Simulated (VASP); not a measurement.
# LiBr in VASP: a series of runs, part 2 of 2

VASP 6.6.1. The steps go on from the part before.

## Step 4: Single point, r2SCAN

This run uses another cell than the first one, of 20.71 Å³/atom, 0.995 times its volume.

POSCAR reads:

```
LiBr
1.0
    0.0000000000      2.7506500000      2.7368967500
    2.7506500000      0.0000000000      2.7368967500
    2.7506500000      2.7506500000      0.0000000000
Li Br
1 1
Direct
    0.0000000000      0.0000000000      0.0000000000
    0.5000000000      0.5000000000      0.5000000000
```

INCAR.step1 reads:

```
ALGO = Normal ; EDIFF = 1E-5
ENCUT = 830 ; GGA = PE
GGA_COMPAT = F ; ISMEAR = -1
LASPH = T ; LCHARG = F
LREAL = F ; LWAVE = T
NBANDS = 12 ; NELM = 120
PREC = Accurate ; SIGMA = 0.05
```

INCAR.step2 reads:

```
ALGO = Normal ; EDIFF = 1E-6
ENCUT = 830 ; GGA_COMPAT = F
ISIF = 2 ; ISMEAR = -1
ISTART = 1 ; LASPH = T
LCHARG = F ; LMIXTAU = T
LREAL = F ; LWAVE = F
METAGGA = R2SCAN ; NBANDS = 12
NELM = 120 ; PREC = Accurate
SIGMA = 0.05
```

KPOINTS reads:

```
k-points
0
Gamma
  6 6 6
```

Potentials or basis: VASP PAW PBE potentials, release 64 (Li_sv, Br).

Command:

```console
cat potpaw_PBE.64/Li_sv/POTCAR potpaw_PBE.64/Br/POTCAR > POTCAR
cp INCAR.step1 INCAR
mpirun -np 1 vasp_std > vasp.out
cp INCAR.step2 INCAR
mpirun -np 1 vasp_std > vasp.out
```

OUTCAR:

```text
EDIFF = 1E-6
   ENCUT = 830
   ISIF = 2
   ISMEAR = -1
   ISTART = 1
   LASPH = T
   LREAL = F
   METAGGA = R2SCAN
   NELM = 120
   PREC = Accurate

 ion  position               nearest neighbor table
   1  0.000  0.000  0.000-
   2  0.500  0.500  0.500-

  LATTYP: Found a body centered tetragonal cell.
 ALAT       =     3.8900065353
 C/A-ratio  =     1.4071424946

  Lattice vectors:

 A1 = (   0.0000000000,  -2.7506500000,  -2.7368967500)
 A2 = (   0.0000000000,   2.7506500000,  -2.7368967500)
 A3 = (   2.7506500000,   0.0000000000,   2.7368967500)

Analysis of symmetry for initial positions (statically):
=====================================================================
 Subroutine PRICEL returns:
 Original cell was already a primitive cell.

 Routine SETGRP: Setting up the symmetry group for a
 body centered tetragonal supercell.

 Subroutine GETGRP returns: Found 16 space group operations
 (whereof 16 operations were pure point group operations)
 out of a pool of 16 trial point group operations.

The static configuration has the point symmetry D_4h.

Analysis of symmetry for dynamics (positions and initial velocities):
=====================================================================
 Subroutine PRICEL returns:
 Original cell was already a primitive cell.

 Routine SETGRP: Setting up the symmetry group for a
 body centered tetragonal supercell.

 Subroutine GETGRP returns: Found 16 space group operations
 (whereof 16 operations were pure point group operations)
 out of a pool of 16 trial point group operations.

The dynamic configuration has the point symmetry D_4h.

 Subroutine INISYM returns: Found 16 space group operations
 (whereof 16 operations are pure point group operations),
 and found     1 'primitive' translations

----------------------------------------------------------------------------------------

                                     Primitive cell

  volume of cell :      41.4151

  direct lattice vectors                    reciprocal lattice vectors
     0.000000000  2.750650000  2.736896750    -0.181775217  0.181775217  0.182688660
     2.750650000  0.000000000  2.736896750     0.181775217 -0.181775217  0.182688660
     2.750650000  2.750650000  0.000000000     0.181775217  0.181775217 -0.182688660

  length of vectors
     3.880293706  3.880293706  3.890006535     0.315372170  0.315372170  0.315372170

  position of ions in fractional coordinates (direct lattice)
     0.000000000  0.000000000  0.000000000
     0.500000000  0.500000000  0.500000000

  ion indices of the primitive-cell ions
   primitive index   ion index
                 1           1
                 2           2

----------------------------------------------------------------------------------------

 KPOINTS: k-points

Automatic generation of k-mesh.
 Grid dimensions read from file:
 generate k-points for:    6    6    6

 Generating k-lattice:

  Cartesian coordinates                     Fractional coordinates (reciprocal lattice)
    -0.030295869  0.030295869  0.030448110     0.166666667 -0.000000000  0.000000000
     0.030295869 -0.030295869  0.030448110    -0.000000000  0.166666667  0.000000000
     0.030295869  0.030295869 -0.030448110     0.000000000  0.000000000  0.166666667

  Length of vectors
     0.052562028  0.052562028  0.052562028

  Shift w.r.t. Gamma in fractional coordinates (k-lattice)
     0.000000000  0.000000000  0.000000000

 Subroutine IBZKPT returns following result:
 ===========================================

 Found     30 irreducible k-points:

 Following reciprocal coordinates:
            Coordinates               Weight
  0.000000  0.000000  0.000000      1.000000
  0.166667 -0.000000  0.000000      8.000000
  0.333333 -0.000000  0.000000      8.000000
  0.500000  0.000000  0.000000      4.000000
  0.166667  0.166667  0.000000      2.000000
  0.333333  0.166667  0.000000      8.000000
[... 16 lines left out ...]
  0.333333  0.000000  0.333333      4.000000
  0.500000  0.000000  0.333333     16.000000
 [... further k-points ...]
   k-points           NKPTS =     30   k-points in BZ     NKDIM =     30   number of bands    NBANDS=     12
   number of dos      NEDOS =    301   number of ions     NIONS =      2
   total plane-waves  NPLWV =  51840
   dimension x,y,z NGX =    36 NGY =   36 NGZ =   40
   dimension x,y,z NGXF=    72 NGYF=   72 NGZF=   80
   ions per type =               1   1
   NGX,Y,Z   is equivalent  to a cutoff of  15.42, 15.42, 17.09 a.u.
   NGXF,Y,Z  is equivalent  to a cutoff of  30.85, 30.85, 34.19 a.u.
 SYSTEM =  unknown system
   PREC   = accura    normal or accurate (medium, high low for compatibility)
   ISTART =      1    job   : 0-new  1-cont  2-samecut
   ICHARG =      0    charge: 1-file 2-atom 10-const
   ISPIN  =      1    spin polarized calculation?
   LNONCOLLINEAR =      F non collinear calculations
   LSORBIT =      F    spin-orbit coupling
   LASPH  =      T    aspherical Exc in radial PAW
   ENCUT  =  830.0 eV  61.00 Ry    7.81 a.u.   9.12  9.12  9.14*2*pi/ulx,y,z
   NELM   =    120;   NELMIN=  2; NELMDL=  0     # of ELM steps
   EDIFF  = 0.1E-05   stopping-criterion for ELM
   LREAL  =      F    real-space projection
[... 7 lines left out ...]
   TEBEG  =    0.0;   TEEND  =   0.0 temperature during run
   PSTRESS=    0.0 pullay stress
   NELECT =      10.0000    total number of electrons
   NUPDOWN=      -1.0000    fix difference up-down
   EMIN   =  10.00;   EMAX   =-10.00  energy-range for DOS
   EFERMI =   0.00;   METHOD = LEGACY
   ISMEAR =    -1;   SIGMA  =   0.05  broadening in eV -4-tet -1-fermi 0-gaus
   EFERMI_NEDOS =   21; number of points for ismear=-14 and -15
   IALGO  =     38    algorithm
   IMIX   =      4    mixing-type and parameters
     AMIX     =   0.40;   BMIX     =  1.00
     AMIX_MAG =   1.60;   BMIX_MAG =  1.00
  volume/ion in A,a.u.               =      20.71       139.74
  Fermi-wavevector in a.u.,A,eV,Ry     =   1.019425  1.926433 14.139537  1.039227
  Thomas-Fermi vector in A             =   2.152938
   LORBIT       =      0    0 simple, 1 ext, 2 COOP (PROOUT), +10 PAW based schemes
   METAGGA = R2SCAN    functional components
   LHFCALC =     F    Hartree Fock is set to
   AEXX    =    0.0000 exact exchange contribution
   IVDW    =     0    specifies the selected vdW correction
   LEPSILON=     F    determine dielectric tensor
   LRPA    =     F    only Hartree local field effects (RPA)
 non-spin polarized calculation
  energy-cutoff  :      830.00
  volume of cell :       41.42
 maximum number of plane-waves:      2272
   NGX = 19   NGY = 19   NGZ = 19

 number of electron       9.9999999 magnetization

 Free energy of the ion-electron system (eV)
  ---------------------------------------------------
  ext. energy  EPLUGINS =         0.00000000
  ---------------------------------------------------
  free energy    TOTEN  =       -19.15017019 eV

  energy without entropy =      -19.15017019  energy(sigma->0) =      -19.15017019

 E-fermi :   1.0777     XC(G=0):  -8.8201

 val. band max:       -0.0301760913   @ k =   0.0000   0.0000   0.0000
 cond. band min:       5.8581498597   @ k =   0.0000   0.0000   0.0000
 fundamental gap:      5.8883259511
 Fermi energy:         1.0777135722

 k-point     1 :       0.0000    0.0000    0.0000
  band No.  band energies     occupation
      1     -45.7611      2.00000
      2     -13.9522      2.00000
      3      -0.0451      2.00000
      4      -0.0302      2.00000
      5      -0.0302      2.00000
      6       5.8581      0.00000
      7      11.1721      0.00000
      8      11.1726      0.00000
      9      11.2121      0.00000
     10      13.3928      0.00000
     11      13.3972      0.00000
     12      13.5002      0.00000
[... 331 lines left out ...]
 k-point    24 :       0.5000    0.0000    0.3333
  band No.  band energies     occupation
      1     -45.7598      2.00000
      2     -13.3072      2.00000
      3      -2.6752      2.00000
      4      -1.4486      2.00000
      5      -0.9980      2.00000
      6       7.4080      0.00000
      7       8.6488      0.00000
      8      11.1575      0.00000
      9      11.8619      0.00000
     10      13.6380      0.00000
     11      17.4785      0.00000
     12      18.0882      0.00000

 [... further k-points ...]

------------------------ aborting loop because EDIFF is reached ----------------------------------------

  FORCE on cell =-STRESS in cart. coord.  units (eV):
  Direction    XX          YY          ZZ          XY          YZ          ZX
  --------------------------------------------------------------------------------------
  -------------------------------------------------------------------------------------
  Total       -0.1509868     -0.1509868     -0.1148731      0.0000000      0.0000000      0.0000000
  in kB       -5.8410453     -5.8410453     -4.4439588      0.0000000      0.0000000      0.0000000
  external PRESSURE =      -5.3753498 kB  Pullay stress =       0.0000000 kB

 VOLUME and BASIS-vectors are now :
 -----------------------------------------------------------------------------
  energy-cutoff  :      830.00
  volume of cell :       41.42
      direct lattice vectors                 reciprocal lattice vectors
     0.000000000  2.750650000  2.736896750    -0.181775217  0.181775217  0.182688660
     2.750650000  0.000000000  2.736896750     0.181775217 -0.181775217  0.182688660
     2.750650000  2.750650000  0.000000000     0.181775217  0.181775217 -0.182688660

 POSITION                                       TOTAL-FORCE (eV/Angst)
 -----------------------------------------------------------------------------------
      0.00000      0.00000      0.00000         0.000000      0.000000      0.000000
      2.75065      2.75065      2.73690        -0.000000     -0.000000      0.000000
 -----------------------------------------------------------------------------------
    total drift:                                0.000000      0.000000      0.000000

  FREE ENERGIE OF THE ION-ELECTRON SYSTEM (eV)
  ---------------------------------------------------
  free  energy   TOTEN  =       -19.1501701903 eV

  energy  without entropy=      -19.1501701903  energy(sigma->0) =      -19.15017019
```

OUTCAR.step1:

```text
EDIFF = 1E-5
   ENCUT = 830
   GGA = PE
   ISMEAR = -1
   LASPH = T
   LREAL = F
[... 581 lines left out ...]
 -----------------------------------------------------------------------------------
      0.00000      0.00000      0.00000        -0.000000     -0.000000      0.000000
      2.75065      2.75065      2.73690         0.000000      0.000000      0.000000
 -----------------------------------------------------------------------------------
    total drift:                                0.000000      0.000000      0.000000

  FREE ENERGIE OF THE ION-ELECTRON SYSTEM (eV)
  ---------------------------------------------------
  free  energy   TOTEN  =        -6.6404583294 eV

  energy  without entropy=       -6.6404583293  energy(sigma->0) =       -6.64045833
```

OSZICAR.step1:

```text
N       E                     dE             d eps       ncg     rms          rms(c)
DAV:   1     0.502110167815E+02    0.50211E+02   -0.51591E+03   720   0.105E+03
DAV:   2    -0.325806183159E+01   -0.53469E+02   -0.50958E+02   948   0.155E+02
DAV:   3    -0.656652944393E+01   -0.33085E+01   -0.32978E+01   912   0.398E+01
DAV:   4    -0.666777983749E+01   -0.10125E+00   -0.10118E+00  1048   0.646E+00
DAV:   5    -0.666838018573E+01   -0.60035E-03   -0.60034E-03   904   0.512E-01    0.196E+00
DAV:   6    -0.663570569038E+01    0.32674E-01   -0.63302E-02   940   0.116E+00    0.120E+00
DAV:   7    -0.663804431874E+01   -0.23386E-02   -0.38098E-02  1004   0.105E+00    0.440E-01
DAV:   8    -0.664043149276E+01   -0.23872E-02   -0.42165E-03   856   0.452E-01    0.703E-02
DAV:   9    -0.664042195210E+01    0.95407E-05   -0.10666E-04   856   0.764E-02    0.247E-02
DAV:  10    -0.664045740656E+01   -0.35454E-04   -0.53456E-05   880   0.494E-02    0.138E-02
DAV:  11    -0.664045832940E+01   -0.92284E-06   -0.40323E-06   568   0.121E-02
   1 F= -.66404583E+01 E0= -.66404583E+01  d E =-.584587E-10
```

Wall time 85 s (1 thread of Intel Xeon Platinum 8375C at 2.90GHz (Ice Lake), shared host); peak memory 0.24 GiB.

What came out:

* Free energy: -19.1502 eV
* Pressure: -0.5 GPa
* Band gap on the k mesh: 5.89 eV, direct

Levels at points of the mesh, in eV from the valence-band top:
| k point | band 2 | band 3 | band 4 | band 5 | band 6 | band 7 | band 8 | band 9 |
| --- | --- | --- | --- | --- | --- | --- | --- | --- |
| (0.00, 0.00, 0.00) | -13.92 | -0.01 | 0.00 | 0.00 | 5.89 | 11.20 | 11.20 | 11.24 |
| (0.50, 0.00, 0.00) | -13.42 | -2.92 | -0.29 | -0.28 | 6.39 | 8.86 | 8.90 | 13.02 |
| (0.50, 0.50, 0.00) | -13.22 | -2.93 | -1.18 | -1.18 | 7.08 | 7.72 | 12.80 | 13.65 |
| (0.50, 0.00, 0.50) | -13.22 | -2.93 | -1.18 | -1.14 | 7.09 | 7.74 | 12.73 | 13.63 |

Caveat: the PAW data sets were made with another functional, which shifts forces and pressure a little. r2SCAN opens gaps a little over a GGA but as a rule still falls short of measured ones.

## Step 5: Single point, r2SCAN

This run uses another cell than the first one, of 20.92 Å³/atom, 1.005 times its volume.

POSCAR reads:

```
LiBr
1.0
    0.0000000000      2.7506500000      2.7644032500
    2.7506500000      0.0000000000      2.7644032500
    2.7506500000      2.7506500000      0.0000000000
Li Br
1 1
Direct
    0.0000000000      0.0000000000      0.0000000000
    0.5000000000      0.5000000000      0.5000000000
```

INCAR.step1 reads:

```
SYSTEM = LiBr
  PREC = Accurate
  ENCUT = 830
  ISMEAR = -1
  SIGMA = 0.05
  LREAL = .FALSE.
  LASPH = .TRUE.
  NELM = 120
  NBANDS = 12
  GGA = PE
  ALGO = Normal
  EDIFF = 1E-5
  LWAVE = .TRUE.
  LCHARG = .FALSE.
  GGA_COMPAT = .FALSE.
```

INCAR.step2 reads:

```
SYSTEM = LiBr
  PREC = Accurate
  ENCUT = 830
  EDIFF = 1E-6
  ISMEAR = -1
  SIGMA = 0.05
  LREAL = .FALSE.
  LASPH = .TRUE.
  NELM = 120
  ALGO = Normal
  ISIF = 2
  LWAVE = .FALSE.
  LCHARG = .FALSE.
  METAGGA = R2SCAN
  LMIXTAU = .TRUE.
  NBANDS = 12
  ISTART = 1
  GGA_COMPAT = .FALSE.
```

KPOINTS reads:

```
regular mesh
0
G
  6 6 6
  0 0 0
```

Command:

```console
cat potpaw_PBE.64/Li_sv/POTCAR potpaw_PBE.64/Br/POTCAR > POTCAR
cp INCAR.step1 INCAR
mpirun -np 1 vasp_std > vasp.out
cp INCAR.step2 INCAR
mpirun -np 1 vasp_std > vasp.out
```

Wall time 1.9 min (1 thread of Intel Xeon Platinum 8375C at 2.90GHz (Ice Lake), shared host); peak memory 0.27 GiB.

Results (log left out):

```
Free energy            : -19.1481 eV
Pressure               : -0.8 GPa
Band gap on the k mesh : 5.84 eV, direct
```

Stress tensor (GPa, compression positive):
```
-0.78  0.00  0.00
 0.00 -0.78  0.00
 0.00  0.00 -0.90
```

Levels at points of the mesh, in eV from the valence-band top:
| k point | band 2 | band 3 | band 4 | band 5 | band 6 | band 7 | band 8 | band 9 |
| --- | --- | --- | --- | --- | --- | --- | --- | --- |
| (0.00, 0.00, 0.00) | -13.89 | -0.01 | -0.01 | 0.00 | 5.84 | 11.18 | 11.22 | 11.22 |
| (0.50, 0.00, 0.00) | -13.41 | -2.88 | -0.29 | -0.28 | 6.37 | 8.85 | 8.89 | 12.91 |
| (0.50, 0.50, 0.00) | -13.22 | -2.89 | -1.14 | -1.14 | 7.08 | 7.76 | 12.61 | 13.62 |
| (0.50, 0.00, 0.50) | -13.21 | -2.89 | -1.17 | -1.14 | 7.07 | 7.74 | 12.68 | 13.53 |

Caveat: the PAW data sets were made with another functional, which shifts forces and pressure a little. r2SCAN opens gaps a little over a GGA but as a rule still falls short of measured ones.

## Step 6: Single point, r2SCAN

This run uses another cell than the first one, of 21.02 Å³/atom, 1.010 times its volume.

POSCAR reads:

```
LiBr
1.0
    0.0000000000      2.7506500000      2.7781565000
    2.7506500000      0.0000000000      2.7781565000
    2.7506500000      2.7506500000      0.0000000000
Li Br
1 1
Direct
    0.0000000000      0.0000000000      0.0000000000
    0.5000000000      0.5000000000      0.5000000000
```

INCAR.step1 reads:

```
PREC = Accurate
ENCUT = 830
ISMEAR = -1
SIGMA = 0.05
LREAL = F
LASPH = T
NELM = 120
NBANDS = 12
GGA = PE
ALGO = Normal
EDIFF = 1E-5
LWAVE = T
LCHARG = F
GGA_COMPAT = F
```

INCAR.step2 reads:

```
PREC = Accurate
ENCUT = 830
EDIFF = 1E-6
ISMEAR = -1
SIGMA = 0.05
LREAL = F
LASPH = T
NELM = 120
ALGO = Normal
ISIF = 2
LWAVE = F
LCHARG = F
METAGGA = R2SCAN
LMIXTAU = T
NBANDS = 12
ISTART = 1
GGA_COMPAT = F
```

KPOINTS reads:

```
regular mesh
0
Gamma
  6 6 6
```

Potentials or basis: VASP PAW PBE potentials, release 64 (Li_sv, Br).

Command:

```console
cat potpaw_PBE.64/Li_sv/POTCAR potpaw_PBE.64/Br/POTCAR > POTCAR
cp INCAR.step1 INCAR
mpirun -np 1 vasp_std > vasp.out
cp INCAR.step2 INCAR
mpirun -np 1 vasp_std > vasp.out
```

It took 2.1 min on 1 thread of Intel Xeon Platinum 8375C at 2.90GHz (Ice Lake), shared host; peak memory 0.26 GiB.

The run converged. Its results:

| Item | Value |
| --- | --- |
| Free energy | -19.1467 eV |
| Pressure | -0.9 GPa |
| Band gap on the k mesh | 5.81 eV, direct |

Stress tensor (GPa, compression positive):
```
-0.86  0.00  0.00
 0.00 -0.86  0.00
 0.00  0.00 -1.08
```

Levels at points of the mesh, in eV from the valence-band top:
| k point | band 3 | band 4 | band 5 | band 6 | band 7 | band 8 |
| --- | --- | --- | --- | --- | --- | --- |
| (0.00, 0.00, 0.00) | -0.03 | -0.03 | 0.00 | 5.81 | 11.14 | 11.22 |
| (0.50, 0.00, 0.00) | -2.87 | -0.30 | -0.28 | 6.36 | 8.83 | 8.90 |
| (0.50, 0.50, 0.00) | -2.87 | -1.13 | -1.13 | 7.07 | 7.77 | 12.52 |
| (0.50, 0.00, 0.50) | -2.88 | -1.19 | -1.13 | 7.05 | 7.73 | 12.65 |

Caveat: the PAW data sets were made with another functional, which shifts forces and pressure a little.

## Step 7: Overview

```csv
cell,gap on the mesh (eV),pressure (GPa)
"a = 3.890 Å, angles 60.0°, 2 atoms",5.87,-0.7
"a = 3.871, b = 3.871, c = 3.890 Å, angles 59.8, 59.8, 60.3°, 2 atoms",5.91,-0.4
"a = 3.880, b = 3.880, c = 3.890 Å, angles 59.9, 59.9, 60.2°, 2 atoms",5.89,-0.5
"a = 3.900, b = 3.900, c = 3.890 Å, angles 60.1, 60.1, 59.8°, 2 atoms",5.84,-0.8
"a = 3.910, b = 3.910, c = 3.890 Å, angles 60.2, 60.2, 59.7°, 2 atoms",5.81,-0.9
```

Alike in all rows: task single point; level r2SCAN; potentials or basis VASP PAW PBE potentials, release 64 (Li_sv, Br); no spin polarisation; k mesh 6 × 6 × 6; cutoff (eV) 830; smearing fermi-dirac 0.05 eV.

Caveats: the PAW data sets were made with another functional, which shifts forces and pressure a little.

Absolute energies hang on the potentials; compare differences alone.
